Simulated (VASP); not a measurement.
A run of VASP 6.6.1 is set up as follows.

POSCAR

```
HfTi
1.0
    3.0861483000      0.0000000000      0.0000000000
   -1.5430741500      2.6726828300      0.0000000000
    0.0000000000      0.0000000000      4.8292593400
Hf Ti
1 1
Direct
    0.6666666700      0.3333333300      0.5000000000
    0.3333333300      0.6666666700      0.0000000000
```

The input INCAR.step1:

```
SYSTEM = HfTi
  PREC = Accurate
  ENCUT = 600
  ISMEAR = 1
  SIGMA = 0.3
  LREAL = .False.
  LASPH = .True.
  NELM = 100
  GGA = PE
  ALGO = Normal
  EDIFF = 1E-4
  LWAVE = .True.
  LCHARG = .False.
```

The input INCAR.step2:

```
SYSTEM = HfTi
  PREC = Accurate
  ENCUT = 600
  EDIFF = 1E-6
  ISMEAR = 1
  SIGMA = 0.3
  LREAL = .False.
  LASPH = .True.
  NELM = 100
  ALGO = Normal
  ISIF = 3
  LWAVE = .False.
  LCHARG = .False.
  METAGGA = R2SCAN
  LMIXTAU = .True.
  IVDW = 13
  VDW_S6 = 1.0
  VDW_S8 = 0.6018749
  VDW_A1 = 0.51559235
  VDW_A2 = 5.77342911
  IBRION = 2
  NSW = 80
  EDIFFG = -0.001
  PSTRESS = 20.0
  ISTART = 1
```

File KPOINTS:

```
Automatic mesh
0
Gamma
  11 11 6
  0 0 0
```

Potentials or basis: VASP PAW PBE potentials, release 64 (Hf_pv, Ti_sv).

Command:

```sh
$ cat potpaw_PBE.64/Hf_pv/POTCAR potpaw_PBE.64/Ti_sv/POTCAR > POTCAR
$ cp INCAR.step1 INCAR
$ mpirun -np 1 vasp_std > vasp.out
$ cp INCAR.step2 INCAR
$ mpirun -np 1 vasp_std > vasp.out
```

(1) Predict the dispersion energy per atom.

(2) Estimate the relaxed volume.

(3) Predict the space group after relaxing (to 0.1 Å).

Results:

(1) -0.065 eV.

(2) 19.50 Å³/atom.

(3) P-6m2 (No. 187).

Caveat: the cell is relaxed towards a set pressure, so the run minimises the enthalpy, not the energy; so wide a smearing shifts energies and pressures; the PAW data sets were made with another functional, which shifts forces and pressure a little.
